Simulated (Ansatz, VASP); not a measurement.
# AgCl in VASP and in Ansatz

File INCAR:

```
PREC = Accurate
ENCUT = 520
EDIFF = 1E-6
ISMEAR = -1
SIGMA = 0.05
LREAL = F
LASPH = T
NELM = 60
ALGO = Normal
ISIF = 2
LWAVE = F
LCHARG = F
GGA = PE
NBANDS = 26
```

The input KPOINTS:

```
Automatic mesh
0
Gamma
  7 7 5
```

POSCAR

```
AgCl
1.0
    3.9268790000      0.0000000000      0.0000000000
    0.0000000000      4.0030470000      0.0000000000
   -0.5491550000      0.0000000000      5.5724250000
Ag Cl
2 2
Direct
    0.8159810000      0.7500000000      0.7819190000
    0.1840190000      0.2500000000      0.2180810000
    0.2923420000      0.2500000000      0.7374360000
    0.7076580000      0.7500000000      0.2625640000
```

File input.yaml:

```yaml
crystal:
  lattice:
    - [3.926879, 0.0, 0.0]
    - [0.0, 4.003047, 0.0]
    - [-0.549155, 0.0, 5.572425]
  atoms:
    - { symbol: Ag, position: [0.815981, 0.75, 0.781919] }
    - { symbol: Ag, position: [0.184019, 0.25, 0.218081] }
    - { symbol: Cl, position: [0.292342, 0.25, 0.737436] }
    - { symbol: Cl, position: [0.707658, 0.75, 0.262564] }
hamiltonian:
  xc: pbe
  pseudopotentials: { kind: paw }
kpoints:
  mp_grid: { grid: [7, 7, 5] }
scf:
  occupations: { method: fermi_dirac, width: 0.05 }
output:
  forces: true
  stress: true
  eigenvalues: true
```

Alike in both runs: task single point; functional PBE; k mesh 7 × 7 × 5; occupations fermi-dirac, width 0.05 eV; no spin polarisation.

```csv
,VASP,Ansatz
version,VASP 6.6.1,Ansatz 0.2.0
potentials or method,"VASP PAW PBE potentials, release 64 (Ag, Cl)",Ansatz PAW
plane-wave cutoff (eV),520,420
valence electrons in the cell,36,52
```

Ansatz gave:

| Property | Result |
| --- | --- |
| gap on the k mesh at the Fermi level (eV) | 0.90 |
| least direct gap on the mesh (eV) | 2.23 |
| pressure (GPa) | -0.2 |
| traceless stress, the component that is largest in VASP (GPa) | 0.12 |
| rms of the force components (eV/Å) | 0.032 |

**Question.** Estimate VASP's values.

**Answer.** gap on the k mesh at the Fermi level (eV): 0.90; least direct gap on the mesh (eV): 2.23; pressure (GPa): -0.3; traceless stress, the component that is largest in VASP (GPa): 0.14; rms of the force components (eV/Å): 0.032.

Atom by atom the forces differ by 0.003 eV/Å (rms over components). VASP's potentials hold 36 valence electrons a cell and Ansatz's 52, so a difference there can come from the potentials and not from the codes.

Noted on Ansatz's run: odd divisions of the mesh miss points on the zone boundary, where band edges often lie, so the gap on the mesh can be too wide.
